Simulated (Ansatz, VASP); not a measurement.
**Two plane-wave programs on SnO**

INCAR

```
SYSTEM = SnO
PREC = Accurate ; ENCUT = 520
EDIFF = 1E-6 ; ISMEAR = 0
SIGMA = 0.15 ; LREAL = .False.
LASPH = .True. ; NELM = 80
ALGO = Normal ; ISIF = 2
LWAVE = .False. ; LCHARG = .False.
GGA = PS ; NBANDS = 28
```

Contents of KPOINTS:

```
Automatic mesh
0
Gamma
  12 12 10
  0 0 0
```

Contents of POSCAR:

```
SnO
1.0
    3.8020000000      0.0095050000      0.0000000000
    0.0095050000      3.8020000000      0.0000000000
    0.0000000000      0.0000000000      4.8360000000
Sn O
2 2
Direct
    0.0000000000      0.5000000000      0.2385000000
    0.5000000000      0.0000000000      0.7615000000
    0.0000000000      0.0000000000      0.0000000000
    0.5000000000      0.5000000000      0.0000000000
```

Input for Ansatz:

```yaml
crystal:
  lattice:
    - [3.802, 0.009505, 0.0]
    - [0.009505, 3.802, 0.0]
    - [0.0, 0.0, 4.836]
  atoms:
    - { symbol: Sn, position: [0.0, 0.5, 0.2385] }
    - { symbol: Sn, position: [0.5, 0.0, 0.7615] }
    - { symbol: O, position: [0.0, 0.0, 0.0] }
    - { symbol: O, position: [0.5, 0.5, 0.0] }
basis:
  ecutwfc: 420
kpoints:
  mp_grid: { grid: [12, 12, 10] }
hamiltonian:
  xc: pbesol
scf:
  occupations: { method: gaussian, width: 0.15 }
output:
  forces: true
  stress: true
  eigenvalues: true
```

Change from the starting cell: strain +0.0050 x Voigt [0, 0, 0, 0, 0, 1], atoms carried along.

Alike in both runs: task single point; functional PBEsol; k mesh 12 × 12 × 10; occupations gaussian, width 0.15 eV; no spin polarisation.

|  | VASP | Ansatz |
| --- | --- | --- |
| version | VASP 6.6.1 | Ansatz 0.2.0 |
| potentials or method | VASP PAW PBE potentials, release 64 (Sn_d, O), cutoff 520 eV | scalar-relativistic, plane waves, PAW |
| valence electrons in the cell | 40 | 40 |

```csv
,VASP,Ansatz,Ansatz less VASP
gap on the k mesh at the Fermi level (eV),none,none,-
pressure (GPa),0.2,-0.1,-0.23
"traceless stress, the component that is largest in VASP (GPa)",-0.42,-0.42,-0.002
rms of the force components (eV/Å),0.060,0.025,-0.0350
```

VASP's potentials were made for PBE, not for PBEsol. Atom by atom the forces differ by 0.035 eV/Å (rms over components). A gap of «none» marks a metal or a gap that the smearing closes.
